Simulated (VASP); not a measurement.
# Zn3BH3 (P-6m2) in VASP: notebook

Runs on Zn3BH3. Level: PBE. Tasks: single point, relaxation of cell and atoms.

Program: VASP 6.6.1. These are calculated values, not measurements. Logs are shortened: lines on timing, memory, paths and dates and some standing lists are left out, and cuts for length are marked.

## 1. The cell of the first run

It takes space group P-6m2 (No. 187, hexagonal). The conventional cell has a = 2.998 Å, b = 2.998 Å, c = 9.992 Å, α = 90.00°, β = 90.00°, γ = 120.00°. Within 2.5 Å of Zn (site symmetry 3m) lie 3 H at 1.92 Å and 1 B at 2.03 Å. Zn (site symmetry -6m2) has 3 H at 1.73 Å within 2.3 Å. Within 2.7 Å of B (site symmetry -6m2) lie 2 Zn at 2.03 Å. H (site symmetry 3m) has 3 Zn at 1.92 Å within 2.5 Å. H (site symmetry -6m2) has 3 Zn at 1.73 Å within 2.3 Å.

The cell was built from a structure type or drawn by symmetry, and may not be a known phase.

## 2. Single point, PBE

Contents of INCAR:

```
SYSTEM = Zn3BH3
ALGO = Normal
EDIFF = 1E-6
ENCUT = 520
GGA = PE
ISIF = 2
ISMEAR = 0
LASPH = .True.
LCHARG = .False.
LREAL = .False.
LWAVE = .False.
NBANDS = 30
NELM = 60
PREC = Accurate
SIGMA = 0.1
```

Contents of KPOINTS:

```
k-points
0
Gamma
  12 12 4
  0 0 0
```

Contents of POSCAR:

```
Zn3BH3
1.0
    2.9981070047      0.0000000000      0.0000000000
   -1.4990535024      2.5964368293      0.0000000000
    0.0000000000      0.0000000000      9.9915403367
Zn B H
3 1 3
Direct
    0.3333333333      0.6666666667      0.2034022851
    0.3333333333      0.6666666667      0.7965977149
    0.3333333333      0.6666666667      0.5000000000
    0.3333333333      0.6666666667      0.0000000000
    0.6666666667      0.3333333333      0.7143781022
    0.6666666667      0.3333333333      0.2856218978
    0.0000000000      0.0000000000      0.5000000000
```

Potentials or basis: VASP PAW PBE potentials, release 64 (Zn, B, H).

Started as:

```sh
$ cat potpaw_PBE.64/Zn/POTCAR potpaw_PBE.64/B/POTCAR potpaw_PBE.64/H/POTCAR > POTCAR
$ mpirun -np 1 vasp_std > vasp.out
```

OUTCAR:

```text
SYSTEM = Zn3BH3
   EDIFF = 1E-6
   ENCUT = 520
   GGA = PE
   ISIF = 2
   ISMEAR = 0
   LASPH = .True.
   LREAL = .False.
   NELM = 60
   PREC = Accurate

 ion  position               nearest neighbor table
   1  0.333  0.667  0.203-   6 1.92   6 1.92   6 1.92   4 2.03   3 2.96
   2  0.333  0.667  0.797-   5 1.92   5 1.92   5 1.92   4 2.03   3 2.96
   3  0.333  0.667  0.500-   7 1.73   7 1.73   7 1.73   1 2.96   2 2.96
   4  0.333  0.667  0.000-   1 2.03   2 2.03
   5  0.667  0.333  0.714-   2 1.92   2 1.92   2 1.92
   6  0.667  0.333  0.286-   1 1.92   1 1.92   1 1.92
   7  0.000  0.000  0.500-   3 1.73   3 1.73   3 1.73

  LATTYP: Found a hexagonal cell.
 ALAT       =     2.9981070047
 C/A-ratio  =     3.3326163212

  Lattice vectors:

 A1 = (   2.9981070047,   0.0000000000,   0.0000000000)
 A2 = (  -1.4990535024,   2.5964368293,   0.0000000000)
 A3 = (   0.0000000000,   0.0000000000,   9.9915403367)

Analysis of symmetry for initial positions (statically):
=====================================================================
 Subroutine PRICEL returns:
 Original cell was already a primitive cell.

 Routine SETGRP: Setting up the symmetry group for a
 hexagonal supercell.

 Subroutine GETGRP returns: Found 12 space group operations
 (whereof 12 operations were pure point group operations)
 out of a pool of 24 trial point group operations.

The static configuration has the point symmetry D_3h.

Analysis of symmetry for dynamics (positions and initial velocities):
=====================================================================
 Subroutine PRICEL returns:
 Original cell was already a primitive cell.

 Routine SETGRP: Setting up the symmetry group for a
 hexagonal supercell.

 Subroutine GETGRP returns: Found 12 space group operations
 (whereof 12 operations were pure point group operations)
 out of a pool of 24 trial point group operations.

The dynamic configuration has the point symmetry D_3h.

 Subroutine INISYM returns: Found 12 space group operations
 (whereof 12 operations are pure point group operations),
 and found     1 'primitive' translations

----------------------------------------------------------------------------------------

                                     Primitive cell

  volume of cell :      77.7781

  direct lattice vectors                    reciprocal lattice vectors
     2.998107005  0.000000000  0.000000000     0.333543799  0.192571602  0.000000000
    -1.499053502  2.596436829  0.000000000     0.000000000  0.385143204  0.000000000
     0.000000000  0.000000000  9.991540337     0.000000000  0.000000000  0.100084668

  length of vectors
     2.998107005  2.998107005  9.991540337     0.385143204  0.385143204  0.100084668

  position of ions in fractional coordinates (direct lattice)
     0.333333333  0.666666667  0.203402285
     0.333333333  0.666666667  0.796597715
     0.333333333  0.666666667  0.500000000
     0.333333333  0.666666667  0.000000000
     0.666666667  0.333333333  0.714378102
     0.666666667  0.333333333  0.285621898
     0.000000000  0.000000000  0.500000000

  ion indices of the primitive-cell ions
   primitive index   ion index
                 1           1
                 2           2
                 3           3
                 4           4
                 5           5
                 6           6
                 7           7

----------------------------------------------------------------------------------------

 KPOINTS: k-points

Automatic generation of k-mesh.
 Grid dimensions read from file:
 generate k-points for:   12   12    4

 Generating k-lattice:

  Cartesian coordinates                     Fractional coordinates (reciprocal lattice)
     0.027795317  0.016047634  0.000000000     0.083333333 -0.000000000  0.000000000
     0.000000000  0.032095267  0.000000000     0.000000000  0.083333333  0.000000000
     0.000000000  0.000000000  0.025021167     0.000000000  0.000000000  0.250000000

  Length of vectors
     0.032095267  0.032095267  0.025021167

  Shift w.r.t. Gamma in fractional coordinates (k-lattice)
     0.000000000  0.000000000  0.000000000

 Subroutine IBZKPT returns following result:
 ===========================================

 Found     57 irreducible k-points:

 Following reciprocal coordinates:
            Coordinates               Weight
  0.000000  0.000000  0.000000      1.000000
  0.083333  0.000000  0.000000      6.000000
  0.166667  0.000000  0.000000      6.000000
  0.250000  0.000000  0.000000      6.000000
  0.333333  0.000000  0.000000      6.000000
  0.416667  0.000000  0.000000      6.000000
[... 16 lines left out ...]
  0.250000  0.000000  0.250000     12.000000
  0.333333  0.000000  0.250000     12.000000
 [... further k-points ...]
   k-points           NKPTS =     57   k-points in BZ     NKDIM =     57   number of bands    NBANDS=     30
   number of dos      NEDOS =    301   number of ions     NIONS =      7
   total plane-waves  NPLWV =  46080
   dimension x,y,z NGX =    24 NGY =   24 NGZ =   80
   dimension x,y,z NGXF=    48 NGYF=   48 NGZF=  160
   ions per type =               3   1   3
   NGX,Y,Z   is equivalent  to a cutoff of  13.31, 13.31, 13.31 a.u.
   NGXF,Y,Z  is equivalent  to a cutoff of  26.62, 26.62, 26.62 a.u.
 SYSTEM =  Zn3BH3
   PREC   = accura    normal or accurate (medium, high low for compatibility)
   ISTART =      0    job   : 0-new  1-cont  2-samecut
   ICHARG =      2    charge: 1-file 2-atom 10-const
   ISPIN  =      1    spin polarized calculation?
   LNONCOLLINEAR =      F non collinear calculations
   LSORBIT =      F    spin-orbit coupling
   LASPH  =      T    aspherical Exc in radial PAW
   ENCUT  =  520.0 eV  38.22 Ry    6.18 a.u.   5.57  5.57 18.58*2*pi/ulx,y,z
   NELM   =     60;   NELMIN=  2; NELMDL= -5     # of ELM steps
   EDIFF  = 0.1E-05   stopping-criterion for ELM
   LREAL  =      F    real-space projection
   EDIFFG = 0.1E-04   stopping-criterion for IOM
   NSW    =      0    number of steps for IOM
   IBRION =     -1    ionic relax: 0-MD 1-quasi-New 2-CG
   NFREE  =      0    steps in history (QN), initial steepest desc. (CG)
   ISIF   =      2    stress and relaxation
   ISYM   =      2    0-nonsym 1-usesym 2-fastsym
   POTIM  = 0.5000    time-step for ionic-motion
   TEBEG  =    0.0;   TEEND  =   0.0 temperature during run
   PSTRESS=    0.0 pullay stress
   NELECT =      42.0000    total number of electrons
   NUPDOWN=      -1.0000    fix difference up-down
   EMIN   =  10.00;   EMAX   =-10.00  energy-range for DOS
   EFERMI =   0.00;   METHOD = LEGACY
   ISMEAR =     0;   SIGMA  =   0.10  broadening in eV -4-tet -1-fermi 0-gaus
   EFERMI_NEDOS =   21; number of points for ismear=-14 and -15
   IALGO  =     38    algorithm
   IMIX   =      4    mixing-type and parameters
     AMIX     =   0.40;   BMIX     =  1.00
     AMIX_MAG =   1.60;   BMIX_MAG =  1.00
  volume/ion in A,a.u.               =      11.11        74.98
  Fermi-wavevector in a.u.,A,eV,Ry     =   1.333129  2.519248 24.180719  1.777233
  Thomas-Fermi vector in A             =   2.462011
   LORBIT       =      0    0 simple, 1 ext, 2 COOP (PROOUT), +10 PAW based schemes
   GGA     = PE    functional components
   LHFCALC =     F    Hartree Fock is set to
   AEXX    =    0.0000 exact exchange contribution
   IVDW    =     0    specifies the selected vdW correction
   LEPSILON=     F    determine dielectric tensor
   LRPA    =     F    only Hartree local field effects (RPA)
 non-spin polarized calculation
 Gauss-broadening in eV      SIGMA  =   0.10
  energy-cutoff  :      520.00
  volume of cell :       77.78
 maximum number of plane-waves:      2131
 NGX is ok and might be reduce to    24
   NGX = 11   NGY = 11   NGZ = 37

 number of electron      41.9999970 magnetization

 Free energy of the ion-electron system (eV)
  ---------------------------------------------------
  ext. energy  EPLUGINS =         0.00000000
  ---------------------------------------------------
  free energy    TOTEN  =       -15.48698230 eV

  energy without entropy =      -15.47666948  energy(sigma->0) =      -15.48182589

 E-fermi :   2.0235     XC(G=0): -10.2789

 val. band max:        2.0085276303   @ k =   0.2500   0.1667   0.0000
 cond. band min:       2.0270573536   @ k =   0.2500   0.1667   0.2500
 fundamental gap:      0.0185297234
 Fermi energy:         2.0235141602

 k-point     1 :       0.0000    0.0000    0.0000
  band No.  band energies     occupation
      1      -8.9972      2.00000
      2      -7.6053      2.00000
      3      -7.3676      2.00000
      4      -6.3357      2.00000
      5      -5.9224      2.00000
      6      -5.9224      2.00000
[... 22 lines left out ...]
     29      14.1304      0.00000
     30      14.1692      0.00000

 k-point     2 :       0.0833    0.0000    0.0000
  band No.  band energies     occupation
      1      -8.8574      2.00000
      2      -7.4895      2.00000
      3      -7.2410      2.00000
      4      -6.3000      2.00000
      5      -5.9381      2.00000
      6      -5.8941      2.00000
[... 22 lines left out ...]
     29      13.2656      0.00000
     30      13.5708      0.00000

 k-point     3 :       0.1667    0.0000    0.0000
  band No.  band energies     occupation
      1      -8.4551      2.00000
      2      -7.1733      2.00000
      3      -6.9013      2.00000
      4      -6.2162      2.00000
      5      -5.9591      2.00000
      6      -5.8156      2.00000
[... 22 lines left out ...]
     29      11.9397      0.00000
     30      12.9445      0.00000

 k-point     4 :       0.2500    0.0000    0.0000
  band No.  band energies     occupation
      1      -7.8687      2.00000
      2      -6.7699      2.00000
      3      -6.5240      2.00000
      4      -6.1392      2.00000
      5      -5.9135      2.00000
      6      -5.7512      2.00000
[... 22 lines left out ...]
     29      10.7790      0.00000
     30      11.8729      0.00000

 k-point     5 :       0.3333    0.0000    0.0000
  band No.  band energies     occupation
      1      -7.3337      2.00000
      2      -6.4360      2.00000
      3      -6.3421      2.00000
      4      -6.0625      2.00000
      5      -5.8144      2.00000
      6      -5.7655      2.00000
[... 22 lines left out ...]
     29       9.9000      0.00000
     30      11.0032      0.00000
[... 526 lines left out ...]
     29      13.1652      0.00000
     30      13.5559      0.00000

 k-point    22 :       0.1667    0.0000    0.2500
  band No.  band energies     occupation
      1      -8.4300      2.00000
      2      -7.3360      2.00000
      3      -6.7849      2.00000
      4      -6.2266      2.00000
      5      -5.9639      2.00000
      6      -5.8156      2.00000
[... 22 lines left out ...]
     29      11.8409      0.00000
     30      13.0720      0.00000

 k-point    23 :       0.2500    0.0000    0.2500
  band No.  band energies     occupation
      1      -7.8510      2.00000
      2      -6.8293      2.00000
      3      -6.4985      2.00000
      4      -6.1508      2.00000
      5      -5.9303      2.00000
      6      -5.7513      2.00000
[... 22 lines left out ...]
     29      10.6740      0.00000
     30      12.1628      0.00000

 k-point    24 :       0.3333    0.0000    0.2500
  band No.  band energies     occupation
      1      -7.3283      2.00000
      2      -6.4313      2.00000
      3      -6.3316      2.00000
      4      -6.0618      2.00000
      5      -5.8243      2.00000
      6      -5.8096      2.00000
[... 22 lines left out ...]
     29       9.9598      0.00000
     30      11.3156      0.00000

 [... further k-points ...]

------------------------ aborting loop because EDIFF is reached ----------------------------------------

  FORCE on cell =-STRESS in cart. coord.  units (eV):
  Direction    XX          YY          ZZ          XY          YZ          ZX
  --------------------------------------------------------------------------------------
  -------------------------------------------------------------------------------------
  Total        0.0789084      0.0789084      0.1004045     -0.0000000      0.0000000      0.0000000
  in kB        1.6254613      1.6254613      2.0682652     -0.0000000      0.0000000      0.0000000
  external PRESSURE =       1.7730626 kB  Pullay stress =       0.0000000 kB

 VOLUME and BASIS-vectors are now :
 -----------------------------------------------------------------------------
  energy-cutoff  :      520.00
  volume of cell :       77.78
      direct lattice vectors                 reciprocal lattice vectors
     2.998107005  0.000000000  0.000000000     0.333543799  0.192571602  0.000000000
    -1.499053502  2.596436829  0.000000000     0.000000000  0.385143204  0.000000000
     0.000000000  0.000000000  9.991540337     0.000000000  0.000000000  0.100084668

 POSITION                                       TOTAL-FORCE (eV/Angst)
 -----------------------------------------------------------------------------------
     -0.00000      1.73096      2.03230        -0.000000     -0.000000      0.013716
     -0.00000      1.73096      7.95924         0.000000      0.000000     -0.013716
     -0.00000      1.73096      4.99577        -0.000000      0.000000     -0.000000
     -0.00000      1.73096      0.00000        -0.000000      0.000000     -0.000000
      1.49905      0.86548      7.13774        -0.000000      0.000000     -0.006362
      1.49905      0.86548      2.85380        -0.000000      0.000000      0.006362
      0.00000      0.00000      4.99577         0.000000      0.000000     -0.000000
 -----------------------------------------------------------------------------------
    total drift:                               -0.000001      0.000000     -0.000000

  FREE ENERGIE OF THE ION-ELECTRON SYSTEM (eV)
  ---------------------------------------------------
  free  energy   TOTEN  =       -15.4869822951 eV

  energy  without entropy=      -15.4766694811  energy(sigma->0) =      -15.48182589
```

Wall time 68 s (1 thread of Intel Xeon 6975P-C (Granite Rapids), shared host); peak memory 0.27 GiB.

Results:

```
Free energy            : -15.4870 eV
Pressure               : 0.2 GPa
Largest force          : 0.014 eV/Å
Band gap on the k mesh : zero (bands 21 and 22 overlap by 4.40 eV)
```

Forces in eV/Å, atoms in the order of the input:
```
Zn   0.000  0.000  0.014
Zn   0.000  0.000 -0.014
Zn   0.000  0.000  0.000
B    0.000  0.000  0.000
H    0.000  0.000 -0.006
H    0.000  0.000  0.006
H    0.000  0.000  0.000
```

Levels at points of the mesh, in eV from the Fermi level:
```csv
k point,band 19,band 20,band 21,band 22,band 23,band 24
"(0.00, 0.00, 0.00)",-5.09,-3.74,2.54,3.77,5.10,5.10
"(0.50, 0.00, 0.00)",-4.39,-2.49,-2.26,-0.50,0.29,1.38
"(0.00, 0.00, 0.50)",-6.54,-2.53,0.87,5.10,5.10,6.15
"(0.50, 0.00, 0.50)",-4.45,-2.14,-1.75,-1.52,-0.12,2.37
```

## 3. Relaxation of cell and atoms, PBE

Contents of INCAR:

```
ALGO = Normal
EDIFF = 1E-6
EDIFFG = -0.01
ENCUT = 600
GGA = PE
IBRION = 2
ISIF = 3
ISMEAR = 0
LASPH = T
LCHARG = F
LREAL = F
LWAVE = F
NELM = 80
NSW = 100
PREC = Accurate
SIGMA = 0.1
```

Contents of KPOINTS:

```
k-points
0
Gamma
  12 12 4
```

Contents of POSCAR:

```
Zn3BH3
1.0
    3.0051181362      0.0000000000      0.0000000000
   -1.5025590681      2.6025086473      0.0000000000
    0.0000000000      0.0000000000      9.9527037788
Zn B H
3 1 3
Direct
    0.3333333333      0.6666666667      0.2039571069
    0.3333333333      0.6666666667      0.7960428931
    0.3333333333      0.6666666667      0.5000000000
    0.3333333333      0.6666666667      0.0000000000
    0.6666666667      0.3333333333      0.7147483449
    0.6666666667      0.3333333333      0.2852516551
    0.0000000000      0.0000000000      0.5000000000
```

Potentials or basis: VASP PAW PBE potentials, release 64 (Zn, B, H).

Started as:

```sh
$ cat potpaw_PBE.64/Zn/POTCAR potpaw_PBE.64/B/POTCAR potpaw_PBE.64/H/POTCAR > POTCAR
$ mpirun -np 1 vasp_std > vasp.out
```

It took 4 min on 1 thread of Intel Xeon 6975P-C (Granite Rapids), shared host; peak memory 0.28 GiB.

It converged, with:

| Quantity | Value |
| --- | --- |
| Free energy | -15.4880 eV |
| Relaxed volume | 11.14 Å³/atom |
| Relaxed cell | a = 3.001 Å, b = 3.001 Å, c = 9.997 Å, α = 90.00°, β = 90.00°, γ = 120.00° |
| Space group after relaxing (to 0.1 Å) | P-6m2 (No. 187) |
| Energy gained by relaxing | 0.1 meV/atom |
| Ionic steps | 7 |
| Pressure after relaxing | 0.0 GPa |
| Largest force after relaxing | 0.006 eV/Å |
| Band gap on the k mesh | zero (bands 21 and 22 overlap by 4.40 eV) |

Forces in eV/Å, atoms in the order of the input:
```
Zn   0.000  0.000 -0.006
Zn   0.000  0.000  0.006
Zn   0.000  0.000  0.000
B    0.000  0.000  0.000
H    0.000  0.000 -0.002
H    0.000  0.000  0.002
H    0.000  0.000  0.000
```

Step by step:
```tsv
step	energy change (eV)	largest force (eV/Å)	pressure (GPa)	volume (Å³)
1	0.0000	0.0211	0.22	77.84
2	-0.0005	0.0246	-0.06	78.01
3	-0.0005	0.0299	-0.04	78.03
4	-0.0005	0.0332	-0.06	78.04
5	-0.0007	0.0242	-0.02	78.02
6	-0.0008	0.0112	0.02	77.98
7	-0.0008	0.0065	0.00	77.97
```

Final structure:
```yaml
crystal:
  lattice:
    - [3.00096, 0.00000, 0.00000]
    - [-1.50048, 2.59891, 0.00000]
    - [0.00000, 0.00000, 9.99699]
  atoms:
    - { symbol: Zn, position: [0.33333, 0.66667, 0.20356] }
    - { symbol: Zn, position: [0.33333, 0.66667, 0.79644] }
    - { symbol: Zn, position: [0.33333, 0.66667, 0.50000] }
    - { symbol: B, position: [0.33333, 0.66667, 0.00000] }
    - { symbol: H, position: [0.66667, 0.33333, 0.71436] }
    - { symbol: H, position: [0.66667, 0.33333, 0.28564] }
    - { symbol: H, position: [0.00000, 0.00000, 0.50000] }
```

Levels at points of the mesh, in eV from the Fermi level:
```tsv
k point	band 18	band 19	band 20	band 21	band 22	band 23	band 24	band 25
(0.00, 0.00, 0.00)	-7.19	-5.08	-3.72	2.55	3.76	5.08	5.08	8.26
(0.50, 0.00, 0.00)	-4.44	-4.39	-2.48	-2.26	-0.50	0.29	1.38	3.39
(0.00, 0.00, 0.50)	-6.73	-6.53	-2.52	0.88	5.08	5.08	6.15	6.58
(0.50, 0.00, 0.50)	-4.48	-4.45	-2.13	-1.75	-1.52	-0.12	2.37	3.39
```
